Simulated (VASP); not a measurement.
# LiMg8 in VASP: notebook

Runs on LiMg8. Level: LDA. Tasks: single point.

Everything below comes from runs of VASP 6.6.1. Logs are shortened: lines on timing, memory, paths and dates and some standing lists are left out, and cuts for length are marked.

## (1) The cell of the first run

The cell holds a slab with vacuum, 9 atoms: a = 6.293 Å, b = 5.039 Å, c = 19.085 Å, α = 90.00°, β = 90.00°, γ = 90.00°.

## (2) Single point, LDA

INCAR reads:

```
SYSTEM = LiMg8
ALGO = Normal
DIPOL = 0.5 0.5 0.328
EDIFF = 1E-7
ENCUT = 520
GGA = CA
IDIPOL = 3
ISIF = 2
ISMEAR = 0
LASPH = .TRUE.
LCHARG = .FALSE.
LDIPOL = .TRUE.
LREAL = .FALSE.
LWAVE = .FALSE.
NBANDS = 20
NELM = 80
PREC = Accurate
SIGMA = 0.1
```

KPOINTS reads:

```
k-points
0
G
  4 5 1
  0 0 0
```

POSCAR reads:

```
LiMg8
1.0
    6.2932257366      0.0000000000      0.0000000000
    0.0000000000      5.0388886594      0.0000000000
    0.0000000000      0.0000000000     19.0846137325
Mg Li
8 1
Direct
    0.0000000000      0.7500000000      0.2095929242
    0.5000000000      0.7500000000      0.2095929242
    0.2500000000      0.2500000000      0.2571887995
    0.7500000000      0.2500000000      0.2571887995
    0.2500000000      0.7500000000      0.3565915112
    0.7500000000      0.7500000000      0.3565915112
    0.0000000000      0.2500000000      0.3974203428
    0.5000000000      0.2500000000      0.3974203428
    0.2500000000      0.3750000000      0.5129896338
```

Potentials or basis: VASP PAW LDA potentials, release 64 (Mg, Li_sv).

The run is started by

```
$ cat potpaw_LDA.64/Mg/POTCAR potpaw_LDA.64/Li_sv/POTCAR > POTCAR
$ mpirun -np 1 vasp_std > vasp.out
```

OUTCAR:

```text
SYSTEM = LiMg8
   EDIFF = 1E-7
   ENCUT = 520
   GGA = CA
   ISIF = 2
   ISMEAR = 0
   LASPH = .TRUE.
   LREAL = .FALSE.
   NELM = 80
   PREC = Accurate

 ion  position               nearest neighbor table
   1  0.000  0.750  0.210-   3 3.11   4 3.11   3 3.11   4 3.11   2 3.15   2 3.15   6 3.22   5 3.22

   2  0.500  0.750  0.210-   3 3.11   4 3.11   3 3.11   4 3.11   1 3.15   1 3.15   6 3.22   5 3.22

   3  0.250  0.250  0.257-   7 3.10   8 3.10   1 3.11   2 3.11   1 3.11   2 3.11   4 3.15   4 3.15
                             5 3.15   5 3.15
   4  0.750  0.250  0.257-   7 3.10   8 3.10   1 3.11   2 3.11   1 3.11   2 3.11   3 3.15   3 3.15
                             6 3.15   6 3.15
   5  0.250  0.750  0.357-   7 3.07   8 3.07   7 3.07   8 3.07   6 3.15   6 3.15   3 3.15   3 3.15
                             1 3.22   2 3.22
   6  0.750  0.750  0.357-   7 3.07   8 3.07   7 3.07   8 3.07   5 3.15   5 3.15   4 3.15   4 3.15
                             1 3.22   2 3.22
   7  0.000  0.250  0.397-   9 2.78   6 3.07   5 3.07   5 3.07   6 3.07   4 3.10   3 3.10   8 3.15
                             8 3.15
   8  0.500  0.250  0.397-   9 2.78   6 3.07   5 3.07   5 3.07   6 3.07   4 3.10   3 3.10   7 3.15
                             7 3.15
   9  0.250  0.375  0.513-   7 2.78   8 2.78

  LATTYP: Found a simple orthorhombic cell.
 ALAT       =     5.0388886594
 B/A-ratio  =     1.2489312946
 C/A-ratio  =     3.7874648603

  Lattice vectors:

 A1 = (   0.0000000000,  -5.0388886594,   0.0000000000)
 A2 = (   6.2932257366,   0.0000000000,   0.0000000000)
 A3 = (   0.0000000000,   0.0000000000,  19.0846137325)

Analysis of symmetry for initial positions (statically):
=====================================================================
 Subroutine PRICEL returns:
 Original cell was already a primitive cell.

 Routine SETGRP: Setting up the symmetry group for a
 simple orthorhombic supercell.

 Subroutine GETGRP returns: Found  2 space group operations
 (whereof  1 operations were pure point group operations)
 out of a pool of  8 trial point group operations.

The static configuration has the point symmetry C_1 .
 The point group associated with its full space group is C_1h.

Analysis of symmetry for dynamics (positions and initial velocities):
=====================================================================
 Subroutine PRICEL returns:
 Original cell was already a primitive cell.

 Routine SETGRP: Setting up the symmetry group for a
 simple orthorhombic supercell.

 Subroutine GETGRP returns: Found  2 space group operations
 (whereof  1 operations were pure point group operations)
 out of a pool of  8 trial point group operations.

The dynamic configuration has the point symmetry C_1 .
 The point group associated with its full space group is C_1h.

 Subroutine INISYM returns: Found  2 space group operations
 (whereof  1 operations are pure point group operations),
 and found     1 'primitive' translations

----------------------------------------------------------------------------------------

                                     Primitive cell

  volume of cell :     605.1896

  direct lattice vectors                    reciprocal lattice vectors
     6.293225737  0.000000000  0.000000000     0.158901022  0.000000000  0.000000000
     0.000000000  5.038888659  0.000000000     0.000000000  0.198456459  0.000000000
     0.000000000  0.000000000 19.084613732     0.000000000  0.000000000  0.052398231

  length of vectors
     6.293225737  5.038888659 19.084613732     0.158901022  0.198456459  0.052398231

  position of ions in fractional coordinates (direct lattice)
     0.000000000  0.750000000  0.209592924
     0.500000000  0.750000000  0.209592924
     0.250000000  0.250000000  0.257188799
     0.750000000  0.250000000  0.257188799
     0.250000000  0.750000000  0.356591511
     0.750000000  0.750000000  0.356591511
     0.000000000  0.250000000  0.397420343
     0.500000000  0.250000000  0.397420343
     0.250000000  0.375000000  0.512989634

  ion indices of the primitive-cell ions
   primitive index   ion index
                 1           1
                 2           2
                 3           3
                 4           4
                 5           5
                 6           6
                 7           7
                 8           8
                 9           9

----------------------------------------------------------------------------------------

 KPOINTS: k-points

Automatic generation of k-mesh.
 Grid dimensions read from file:
 generate k-points for:    4    5    1

 Generating k-lattice:

  Cartesian coordinates                     Fractional coordinates (reciprocal lattice)
     0.039725255  0.000000000  0.000000000     0.250000000  0.000000000  0.000000000
     0.000000000  0.039691292  0.000000000     0.000000000  0.200000000  0.000000000
     0.000000000  0.000000000  0.052398231     0.000000000  0.000000000  1.000000000

  Length of vectors
     0.039725255  0.039691292  0.052398231

  Shift w.r.t. Gamma in fractional coordinates (k-lattice)
     0.000000000  0.000000000  0.000000000

 Subroutine IBZKPT returns following result:
 ===========================================

 Found      9 irreducible k-points:

 Following reciprocal coordinates:
            Coordinates               Weight
  0.000000  0.000000  0.000000      1.000000
  0.250000  0.000000  0.000000      2.000000
  0.500000  0.000000  0.000000      1.000000
  0.000000  0.200000  0.000000      2.000000
  0.250000  0.200000  0.000000      4.000000
  0.500000  0.200000  0.000000      2.000000
  0.000000  0.400000  0.000000      2.000000
  0.250000  0.400000  0.000000      4.000000
  0.500000  0.400000  0.000000      2.000000
   k-points           NKPTS =      9   k-points in BZ     NKDIM =      9   number of bands    NBANDS=     20
   number of dos      NEDOS =    301   number of ions     NIONS =      9
   total plane-waves  NPLWV = 276480
   dimension x,y,z NGX =    48 NGY =   40 NGZ =  144
   dimension x,y,z NGXF=    96 NGYF=   80 NGZF=  288
   ions per type =               8   1
   NGX,Y,Z   is equivalent  to a cutoff of  12.68, 13.20, 12.54 a.u.
   NGXF,Y,Z  is equivalent  to a cutoff of  25.36, 26.39, 25.09 a.u.
 SYSTEM =  LiMg8
   PREC   = accura    normal or accurate (medium, high low for compatibility)
   ISTART =      0    job   : 0-new  1-cont  2-samecut
   ICHARG =      2    charge: 1-file 2-atom 10-const
   ISPIN  =      1    spin polarized calculation?
   LNONCOLLINEAR =      F non collinear calculations
   LSORBIT =      F    spin-orbit coupling
   LASPH  =      T    aspherical Exc in radial PAW
   ENCUT  =  520.0 eV  38.22 Ry    6.18 a.u.  11.70  9.37 35.48*2*pi/ulx,y,z
   NELM   =     80;   NELMIN=  2; NELMDL= -5     # of ELM steps
   EDIFF  = 0.1E-06   stopping-criterion for ELM
   LREAL  =      F    real-space projection
   EDIFFG = 0.1E-05   stopping-criterion for IOM
   NSW    =      0    number of steps for IOM
   IBRION =     -1    ionic relax: 0-MD 1-quasi-New 2-CG
   NFREE  =      0    steps in history (QN), initial steepest desc. (CG)
   ISIF   =      2    stress and relaxation
   ISYM   =      2    0-nonsym 1-usesym 2-fastsym
   POTIM  = 0.5000    time-step for ionic-motion
   TEBEG  =    0.0;   TEEND  =   0.0 temperature during run
   PSTRESS=    0.0 pullay stress
   NELECT =      19.0000    total number of electrons
   NUPDOWN=      -1.0000    fix difference up-down
   EMIN   =  10.00;   EMAX   =-10.00  energy-range for DOS
   EFERMI =   0.00;   METHOD = LEGACY
   ISMEAR =     0;   SIGMA  =   0.10  broadening in eV -4-tet -1-fermi 0-gaus
   EFERMI_NEDOS =   21; number of points for ismear=-14 and -15
   IALGO  =     38    algorithm
   IMIX   =      4    mixing-type and parameters
     AMIX     =   0.40;   BMIX     =  1.00
     AMIX_MAG =   1.60;   BMIX_MAG =  1.00
  volume/ion in A,a.u.               =      67.24       453.78
  Fermi-wavevector in a.u.,A,eV,Ry     =   0.516451  0.975950  3.628964  0.266721
  Thomas-Fermi vector in A             =   1.532387
   LORBIT       =      0    0 simple, 1 ext, 2 COOP (PROOUT), +10 PAW based schemes
   GGA     = CA    functional components
   LHFCALC =     F    Hartree Fock is set to
   AEXX    =    0.0000 exact exchange contribution
   IVDW    =     0    specifies the selected vdW correction
   LEPSILON=     F    determine dielectric tensor
   LRPA    =     F    only Hartree local field effects (RPA)
 non-spin polarized calculation
 Gauss-broadening in eV      SIGMA  =   0.10
  energy-cutoff  :      520.00
  volume of cell :      605.19
 maximum number of plane-waves:     16352
 NGX is ok and might be reduce to    48
   NGX = 23   NGY = 19   NGZ = 71

 number of electron      18.9999998 magnetization

 dipolmoment           0.000000      0.000000     -0.266957 electrons x Angstroem

 Free energy of the ion-electron system (eV)
  ---------------------------------------------------
  ext. energy  EPLUGINS =         0.00000000
  ---------------------------------------------------
  free energy    TOTEN  =       -13.24892740 eV

  energy without entropy =      -13.23688174  energy(sigma->0) =      -13.24290457

 E-fermi :  -1.1774     XC(G=0):  -3.8688

 val. band max:       -1.2884175228   @ k =   0.0000   0.0000   0.0000
 cond. band min:      -1.1602130477   @ k =   0.5000   0.0000   0.0000
 fundamental gap:      0.1282044750
 Fermi energy:        -1.1773867451

 k-point     1 :       0.0000    0.0000    0.0000
  band No.  band energies     occupation
      1     -48.7519      2.00000
      2      -7.4284      2.00000
      3      -5.3318      2.00000
      4      -3.7941      2.00000
      5      -3.6571      2.00000
      6      -2.7882      2.00000
[... 12 lines left out ...]
     19       1.6307      0.00000
     20       1.9382      0.00000
[... 162 lines left out ...]
 k-point     9 :       0.5000    0.4000    0.0000
  band No.  band energies     occupation
      1     -48.7518      2.00000
      2      -5.5900      2.00000
      3      -5.5458      2.00000
      4      -4.4855      2.00000
      5      -4.4293      2.00000
      6      -3.5004      2.00000
[... 12 lines left out ...]
     19       2.3440      0.00000
     20       2.4913      0.00000

------------------------ aborting loop because EDIFF is reached ----------------------------------------

 vacuum level on the upper side and lower side of the slab       (xc-potential included)        -1.000         0.536

  FORCE on cell =-STRESS in cart. coord.  units (eV):
  Direction    XX          YY          ZZ          XY          YZ          ZX
  --------------------------------------------------------------------------------------
  -------------------------------------------------------------------------------------
  Total       -1.9318133     -2.5255011     -1.3988682      0.0000000      0.5684605      0.0000000
  in kB       -5.1142776     -6.6860049     -3.7033600      0.0000000      1.5049408      0.0000000
  external PRESSURE =      -5.1678809 kB  Pullay stress =       0.0000000 kB

 VOLUME and BASIS-vectors are now :
 -----------------------------------------------------------------------------
  energy-cutoff  :      520.00
  volume of cell :      605.19
      direct lattice vectors                 reciprocal lattice vectors
     6.293225737  0.000000000  0.000000000     0.158901022  0.000000000  0.000000000
     0.000000000  5.038888659  0.000000000     0.000000000  0.198456459  0.000000000
     0.000000000  0.000000000 19.084613732     0.000000000  0.000000000  0.052398231

 POSITION                                       TOTAL-FORCE (eV/Angst)
 -----------------------------------------------------------------------------------
      0.00000      3.77917      4.00000         0.012989      0.004796      0.280442
      3.14661      3.77917      4.00000        -0.012989      0.004796      0.280442
      1.57331      1.25972      4.90835         0.000000     -0.014558     -0.180301
      4.71992      1.25972      4.90835         0.000000     -0.007438     -0.122516
      1.57331      3.77917      6.80541         0.000000     -0.033949      0.121404
      4.71992      3.77917      6.80541         0.000000     -0.016430      0.055722
      0.00000      1.25972      7.58461        -0.177130     -0.082946     -0.205723
      3.14661      1.25972      7.58461         0.177130     -0.082946     -0.205723
      1.57331      1.88958      9.79021         0.000000      0.228676     -0.023748
 -----------------------------------------------------------------------------------
    total drift:                                0.000000      0.000097     -0.000673

  FREE ENERGIE OF THE ION-ELECTRON SYSTEM (eV)
  ---------------------------------------------------
  free  energy   TOTEN  =       -13.2489273965 eV

  energy  without entropy=      -13.2368817355  energy(sigma->0) =      -13.24290457

 vacuum level on the upper side and lower side of the slab         0.705         2.284
```

Wall time 2.1 min (1 thread of Intel Xeon Platinum 8559C (Emerald Rapids), shared host); peak memory 0.47 GiB.

What came out:

```
Free energy   : -13.2489 eV
Largest force : 0.284 eV/Å
```

Forces on the atoms (eV/Å):
```
Mg   0.013  0.005  0.280
Mg  -0.013  0.005  0.280
Mg   0.000 -0.015 -0.180
Mg   0.000 -0.007 -0.123
Mg   0.000 -0.034  0.121
Mg   0.000 -0.016  0.056
Mg  -0.177 -0.083 -0.206
Mg   0.177 -0.083 -0.206
Li   0.000  0.229 -0.024
```

Levels at points of the mesh, in eV from the Fermi level:
```tsv
k point	band 8	band 9	band 10	band 11	band 12	band 13
(0.00, 0.00, 0.00)	-0.64	-0.38	-0.11	0.23	1.10	1.49
(0.50, 0.00, 0.00)	0.02	0.05	0.71	0.77	0.83	1.34
```

Caveat: the cutoff is under 1.25 times the usual one of these potentials, so pressure, stress and relaxed cells hold a basis-set (Pulay) error.

(Continued in part 2 of 2.)
